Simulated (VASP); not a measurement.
Here is a VASP 6.6.1 calculation.

The input INCAR:

```
PREC = Accurate ; ENCUT = 520
EDIFF = 1E-6 ; ISMEAR = 0
SIGMA = 0.2 ; LREAL = False
LASPH = True ; NELM = 80
ALGO = Fast ; ISIF = 2
LWAVE = False ; LCHARG = False
GGA = PE ; NBANDS = 77
```

File KPOINTS:

```
regular mesh
0
Gamma
  6 6 1
```

The input POSCAR:

```
Nb3Te2Mo
1.0
    3.4379825050     -0.0000573287      0.0069926869
    0.0000222199      3.4380391026      0.0022683906
    0.0435413196      0.0165875944     22.5316377236
Nb Te Mo
6 4 2
Direct
    0.9953825915      1.0052091921      0.2930642842
   -0.0009476211      0.9929470435      0.7928720193
    0.5010228822      0.5071331206      0.0905661621
    0.5045684276      0.4947353230      0.5903763047
    0.9991270716      1.0064261893      0.1596746270
    0.0026767882      0.9941671305      0.6594858929
    0.0028014031      1.0077810790      0.0225652954
    0.0063513947      0.9953527494      0.5223816899
    0.4935887516      0.5045813588      0.3626571568
    0.4972533334      0.4922877143      0.8624724962
    0.4972995753      0.5057598360      0.2270370126
    0.5008754019      0.4936192638      0.7268470588
```

Potentials or basis: VASP PAW PBE potentials, release 64 (Nb_sv, Te, Mo_sv).

Launch:

```sh
$ cat potpaw_PBE.64/Nb_sv/POTCAR potpaw_PBE.64/Te/POTCAR potpaw_PBE.64/Mo_sv/POTCAR > POTCAR
$ mpirun -np 1 vasp_std > vasp.out
```

Estimate the pressure.

-0.1 GPa.

Estimate the band gap on the k mesh.

zero (bands 65 and 66 overlap by 0.80 eV).

Estimate the largest force.

0.010 eV/Å.

Forces in eV/Å, atoms in the order of the input:
```
Nb   0.000  0.000  0.002
Nb   0.000 -0.001  0.002
Nb   0.000  0.000  0.002
Nb   0.000  0.000  0.004
Nb   0.000  0.000 -0.002
Nb   0.000  0.000 -0.002
Te   0.000  0.000  0.009
Te   0.000  0.000  0.009
Te   0.000  0.000 -0.002
Te   0.000  0.000 -0.002
Mo   0.000  0.000 -0.010
Mo   0.000  0.000 -0.010
```

Caveat: spin-orbit coupling is left out, which moves the levels of the heavy elements.
